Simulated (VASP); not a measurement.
Input of a VASP 6.6.1 run:

The input INCAR:

```
SYSTEM = Sc
PREC = Accurate
ENCUT = 520
EDIFF = 1E-6
ISMEAR = -1
SIGMA = 0.1
LREAL = .False.
LASPH = .True.
NELM = 60
ALGO = Normal
ISIF = 2
LWAVE = .False.
LCHARG = .True.
GGA = PS
LELF = .True.
LVHAR = .True.
NBANDS = 24
```

KPOINTS

```
Automatic mesh
0
Gamma
  8 8 11
  0 0 0
```

File POSCAR:

```
Sc
1.0
    5.0630214591      0.0000000000      0.0000000000
   -2.5315107296      4.3847052035      0.0000000000
    0.0000000000      0.0000000000      3.1801232713
Sc
3
Direct
    1.0000000000      1.0000000000      0.0000000000
    0.3333333333      0.6666666667      0.5000000000
    0.6666666667      0.3333333333      0.5000000000
```

Potentials or basis: VASP PAW PBE potentials, release 64 (Sc_sv).

The run is started by

```sh
$ cat potpaw_PBE.64/Sc_sv/POTCAR > POTCAR
$ mpirun -np 1 vasp_std > vasp.out
```

**Question.** Estimate the pressure.

**Answer.** 0.0 GPa.

**Question.** Predict the band gap on the k mesh.

**Answer.** Zero (an odd number of electrons rules out a gap without spin polarisation).

Caveat: the PAW data sets were made with another functional, which shifts forces and pressure a little.
